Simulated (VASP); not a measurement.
A run of VASP 6.6.1:

The input INCAR:

```
  ALGO = Fast
  EDIFF = 1E-7
  ENCUT = 520
  GGA = PS
  ISIF = 2
  ISMEAR = 0
  LASPH = True
  LCHARG = False
  LREAL = False
  LWAVE = False
  NBANDS = 12
  NELM = 80
  PREC = Accurate
  SIGMA = 0.15
```

KPOINTS

```
k-points
0
Gamma
  22 22 22
```

File POSCAR:

```
Zn
1.0
    0.0000000000      2.0201507020      1.8585386458
    2.0201507020      0.0000000000      1.8585386458
    2.0201507020      2.0201507020      0.0000000000
Zn
1
Direct
    0.0000000000      0.0000000000      0.0000000000
```

Potentials or basis: VASP PAW PBE potentials, release 64 (Zn).

Command:

```bash
$ cat potpaw_PBE.64/Zn/POTCAR > POTCAR
$ mpirun -np 1 vasp_std > vasp.out
```

Hardware: 1 thread of AMD EPYC 7R13 Processor (Zen 3) (shared host).

**Question.** How long does it take, and how much memory?

**Answer.** Run time: 2 min on 1 thread of AMD EPYC 7R13 Processor (Zen 3), with other jobs on the host, peak memory 0.21 GiB. Counts: scf iterations 12, k points 834.
